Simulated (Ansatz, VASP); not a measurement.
KCl in VASP and in Ansatz

```xyz
2
Lattice="-0.1458 3.1044 3.1044 3.1044 -0.1458 3.1044 3.1044 3.1044 -0.1458" Properties=species:S:1:pos:R:3 pbc="T T T"
K     0.0000    0.0000    0.0000
Cl    3.0315    3.0315    3.0315
```

Change from the starting cell: epitaxial_111 strain +3.4%.

Alike in both runs: task single point; functional PBE; k mesh 8 × 8 × 8; occupations fermi-dirac, width 0.02 eV; no spin polarisation.

|  | VASP | Ansatz |
| --- | --- | --- |
| version | VASP 6.6.1 | Ansatz 0.2.0 |
| potentials or method | VASP PAW PBE potentials, release 64 (K_sv, Cl) | plane waves, PAW |
| plane-wave cutoff (eV) | 520 | 420 |
| valence electrons in the cell | 16 | 16 |

|  | VASP | Ansatz | Ansatz less VASP |
| --- | --- | --- | --- |
| gap on the k mesh at the Fermi level (eV) | 4.99 | 4.99 | +0.002 |
| pressure (GPa) | 0.2 | 0.2 | -0.02 |
| traceless stress, the component that is largest in VASP (GPa) | 0.26 | 0.26 | +0.002 |
